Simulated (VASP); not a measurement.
# ZnO (P6_3mc) in VASP: a series of runs, part 2 of 2

VASP 6.6.1.

## 4. Relaxation of shape and atoms at fixed volume, RPBE

This run uses another cell than the first one, of 11.90 Å³/atom, 1.004 times its volume.

INCAR

```
PREC = Accurate
ENCUT = 600
EDIFF = 1E-6
ISMEAR = 0
SIGMA = 0.05
LREAL = F
LASPH = T
NELM = 80
ALGO = Normal
ISIF = 4
LWAVE = F
LCHARG = F
GGA = RP
IBRION = 2
NSW = 60
EDIFFG = -0.02
```

KPOINTS

```
Automatic mesh
0
Gamma
  8 8 6
```

POSCAR

```
ZnO
1.0
    3.2419811861      0.0000000000      0.0000000000
   -1.6209905930      2.8076380657      0.0000000000
    0.0000000000      0.0000000000      5.2276401393
Zn O
2 2
Direct
    0.3333333333      0.6666666667      0.0014489168
    0.6666666667      0.3333333333      0.5014489168
    0.3333333333      0.6666666667      0.3806510832
    0.6666666667      0.3333333333      0.8806510832
```

Potentials or basis: VASP PAW PBE potentials, release 64 (Zn, O).

Run with:

```sh
> cat potpaw_PBE.64/Zn/POTCAR potpaw_PBE.64/O/POTCAR > POTCAR
> mpirun -np 1 vasp_std > vasp.out
```

OUTCAR:

```text
PREC = Accurate
   ENCUT = 600
   EDIFF = 1E-6
   ISMEAR = 0
   LREAL = F
   LASPH = T
   NELM = 80
   ISIF = 4
   GGA = RP
   IBRION = 2
   NSW = 60
   EDIFFG = -0.02

 ion  position               nearest neighbor table
   1  0.333  0.667  0.001-   4 1.98   4 1.98   4 1.98   3 1.98
   2  0.667  0.333  0.501-   3 1.98   3 1.98   3 1.98   4 1.98
   3  0.333  0.667  0.381-   2 1.98   2 1.98   2 1.98   1 1.98
   4  0.667  0.333  0.881-   1 1.98   1 1.98   1 1.98   2 1.98

  LATTYP: Found a hexagonal cell.
 ALAT       =     3.2419811861
[... 803 lines left out ...]
  --------------------------------------------------------------------------------------
  -------------------------------------------------------------------------------------
  Total        3.1248470      3.1248470      3.1345727      0.0000000      0.0000000      0.0000000
  in kB      105.2160630    105.2160630    105.5435359      0.0000000      0.0000000      0.0000000
  external PRESSURE =     105.3252206 kB  Pullay stress =       0.0000000 kB

 VOLUME and BASIS-vectors are now :
 -----------------------------------------------------------------------------
  energy-cutoff  :      600.00
  volume of cell :       47.58
      direct lattice vectors                 reciprocal lattice vectors
     3.241981186  0.000000000  0.000000000     0.308453363  0.178085632  0.000000000
    -1.620990593  2.807638066  0.000000000     0.000000000  0.356171264  0.000000000
     0.000000000  0.000000000  5.227640139     0.000000000  0.000000000  0.191290902

 POSITION                                       TOTAL-FORCE (eV/Angst)
 -----------------------------------------------------------------------------------
     -0.00000      1.87176      0.00757        -0.000000      0.000000     -0.005797
      1.62099      0.93588      2.62139         0.000000      0.000000     -0.005797
     -0.00000      1.87176      1.98991        -0.000000      0.000000      0.005797
      1.62099      0.93588      4.60373         0.000000     -0.000000      0.005797
 -----------------------------------------------------------------------------------
    total drift:                               -0.000000      0.000000     -0.002590

  FREE ENERGIE OF THE ION-ELECTRON SYSTEM (eV)
  ---------------------------------------------------
  free  energy   TOTEN  =       -16.2598013480 eV

  energy  without entropy=      -16.2598013480  energy(sigma->0) =      -16.25980135

 reached required accuracy - stopping structural energy minimisation
```

Wall time 61 s (1 thread of Intel Xeon Platinum 8488C (Sapphire Rapids), shared host); peak memory 0.19 GiB.

What came out:

- Free energy: -16.2598 eV
- Pressure after relaxing: 10.5 GPa
- Largest force after relaxing: 0.006 eV/Å
- Band gap on the k mesh: 0.87 eV, direct

Forces on the atoms (eV/Å):
```
Zn   0.000  0.000 -0.006
Zn   0.000  0.000 -0.006
O    0.000  0.000  0.006
O    0.000  0.000  0.006
```

Final structure:
```
Zn O
1.0
     3.24198    0.00000    0.00000
    -1.62099    2.80764    0.00000
     0.00000    0.00000    5.22764
Zn O
2 2
Direct
  0.33333 0.66667 0.00145
  0.66667 0.33333 0.50145
  0.33333 0.66667 0.38065
  0.66667 0.33333 0.88065
```

Levels at points of the mesh, in eV from the valence-band top:
```csv
k point,band 15,band 16,band 17,band 18,band 19,band 20,band 21,band 22
"(0.00, 0.00, 0.00)",-0.79,-0.09,0.00,0.00,0.87,5.32,8.31,13.01
"(0.50, 0.00, 0.00)",-2.81,-2.26,-1.28,-0.84,5.86,6.99,7.69,8.60
"(0.00, 0.00, 0.50)",-0.39,-0.39,-0.39,-0.39,3.53,3.53,10.18,10.18
"(0.50, 0.00, 0.50)",-1.50,-1.50,-1.37,-1.37,5.81,5.81,8.53,8.53
```

Caveat: the relaxation stopped at its first step, so nothing moved; the PAW data sets were made with another functional, which shifts forces and pressure a little. RPBE gaps usually lie below the measured ones, often by a third to a half.

## 5. Relaxation of shape and atoms at fixed volume, RPBE+D4

This run uses another cell than the first one, of 11.90 Å³/atom, 1.004 times its volume.

INCAR

```
SYSTEM = ZnO
PREC = Accurate
ENCUT = 600
EDIFF = 1E-6
ISMEAR = 0
SIGMA = 0.05
LREAL = .FALSE.
LASPH = .TRUE.
NELM = 60
ALGO = Normal
ISIF = 4
LWAVE = .FALSE.
LCHARG = .FALSE.
GGA = RP
IVDW = 13
IBRION = 2
NSW = 60
EDIFFG = -0.02
```

KPOINTS

```
regular mesh
0
G
  8 8 6
  0 0 0
```

POSCAR is that of step 4.

Potentials or basis: VASP PAW PBE potentials, release 64 (Zn, O).

Run with:

```sh
> cat potpaw_PBE.64/Zn/POTCAR potpaw_PBE.64/O/POTCAR > POTCAR
> mpirun -np 1 vasp_std > vasp.out
```

OUTCAR:

```text
SYSTEM = ZnO
   PREC = Accurate
   ENCUT = 600
   EDIFF = 1E-6
   ISMEAR = 0
   LREAL = .FALSE.
   LASPH = .TRUE.
   NELM = 60
   ISIF = 4
   GGA = RP
   IVDW = 13
   IBRION = 2
   NSW = 60
   EDIFFG = -0.02

 ion  position               nearest neighbor table
   1  0.333  0.667  0.001-   4 1.98   4 1.98   4 1.98   3 1.98
   2  0.667  0.333  0.501-   3 1.98   3 1.98   3 1.98   4 1.98
   3  0.333  0.667  0.381-   2 1.98   2 1.98   2 1.98   1 1.98
   4  0.667  0.333  0.881-   1 1.98   1 1.98   1 1.98   2 1.98

  LATTYP: Found a hexagonal cell.
[... 808 lines left out ...]
  --------------------------------------------------------------------------------------
  -------------------------------------------------------------------------------------
  Total       0.84656     0.84656     0.85813     0.00000     0.00000     0.00000
  in kB      28.50423    28.50423    28.89391     0.00000     0.00000     0.00000
  external pressure =       28.63 kB  Pullay stress =        0.00 kB

 VOLUME and BASIS-vectors are now :
 -----------------------------------------------------------------------------
  energy-cutoff  :      600.00
  volume of cell :       47.58
      direct lattice vectors                 reciprocal lattice vectors
     3.241981186  0.000000000  0.000000000     0.308453363  0.178085632  0.000000000
    -1.620990593  2.807638066  0.000000000     0.000000000  0.356171264  0.000000000
     0.000000000  0.000000000  5.227640139     0.000000000  0.000000000  0.191290902

 POSITION                                       TOTAL-FORCE (eV/Angst)
 -----------------------------------------------------------------------------------
     -0.00000      1.87176      0.00757        -0.000000      0.000000     -0.003837
      1.62099      0.93588      2.62139         0.000000      0.000000     -0.003837
     -0.00000      1.87176      1.98991         0.000000     -0.000000      0.003837
      1.62099      0.93588      4.60373        -0.000000      0.000000      0.003837
 -----------------------------------------------------------------------------------
    total drift:                               -0.000000      0.000000     -0.002590

  FREE ENERGIE OF THE ION-ELECTRON SYSTEM (eV)
  ---------------------------------------------------
  free  energy   TOTEN  =       -18.2961541576 eV

  energy  without entropy=      -18.2961541576  energy(sigma->0) =      -18.29615416

 reached required accuracy - stopping structural energy minimisation
```

Run time: 53 s. Hardware: 1 thread of Intel Xeon Platinum 8488C (Sapphire Rapids), shared host; peak memory 0.2 GiB.

Results:

| Quantity | Value |
| --- | --- |
| Free energy | -18.2962 eV |
| Pressure after relaxing | 2.9 GPa |
| Largest force after relaxing | 0.004 eV/Å |
| Band gap on the k mesh | 0.87 eV, direct |
| Dispersion energy per atom | -0.509 eV |

Forces on the atoms (eV/Å):
```
Zn   0.000  0.000 -0.004
Zn   0.000  0.000 -0.004
O    0.000  0.000  0.004
O    0.000  0.000  0.004
```

Final structure:
```
Zn O
1.0
     3.24198    0.00000    0.00000
    -1.62099    2.80764    0.00000
     0.00000    0.00000    5.22764
Zn O
2 2
Direct
  0.33333 0.66667 0.00145
  0.66667 0.33333 0.50145
  0.33333 0.66667 0.38065
  0.66667 0.33333 0.88065
```

Levels at points of the mesh, in eV from the valence-band top:
```tsv
k point	band 14	band 15	band 16	band 17	band 18	band 19	band 20	band 21	band 22
(0.00, 0.00, 0.00)	-0.79	-0.79	-0.09	0.00	0.00	0.87	5.32	8.31	13.01
(0.50, 0.00, 0.00)	-3.53	-2.81	-2.26	-1.28	-0.84	5.86	6.99	7.69	8.60
(0.00, 0.00, 0.50)	-2.23	-0.39	-0.39	-0.39	-0.39	3.53	3.53	10.18	10.18
(0.50, 0.00, 0.50)	-3.74	-1.50	-1.50	-1.37	-1.37	5.81	5.81	8.53	8.53
```

Caveat: the relaxation stopped at its first step, so nothing moved; the PAW data sets were made with another functional, which shifts forces and pressure a little.

## 6. The runs side by side

| level | cell | gap on the mesh (eV) | pressure (GPa) |
| --- | --- | --- | --- |
| revPBE+D3(BJ) | relaxed from a = 3.236, b = 3.236, c = 5.223 Å, angles 90.0, 90.0, 120.0°, 4 atoms | 0.85 | 3.8 |
| PBE | relaxed from a = 3.249, b = 3.249, c = 5.204 Å, angles 90.0, 90.0, 120.0°, 4 atoms | 0.78 | 5.8 |
| RPBE | relaxed from a = 3.242, b = 3.242, c = 5.228 Å, angles 90.0, 90.0, 120.0°, 4 atoms | 0.87 | 10.5 |
| RPBE+D4 | relaxed from a = 3.242, b = 3.242, c = 5.228 Å, angles 90.0, 90.0, 120.0°, 4 atoms | 0.87 | 2.9 |

Alike in all rows: task relaxation of shape and atoms at fixed volume; potentials or basis VASP PAW PBE potentials, release 64 (Zn, O); no spin polarisation; k mesh 8 × 8 × 6; cutoff (eV) 600; smearing gaussian 0.05 eV.

Caveats: the relaxation stopped at its first step, so nothing moved (some runs); the PAW data sets were made with another functional, which shifts forces and pressure a little (some runs).

Absolute energies hang on the potentials; compare differences alone.
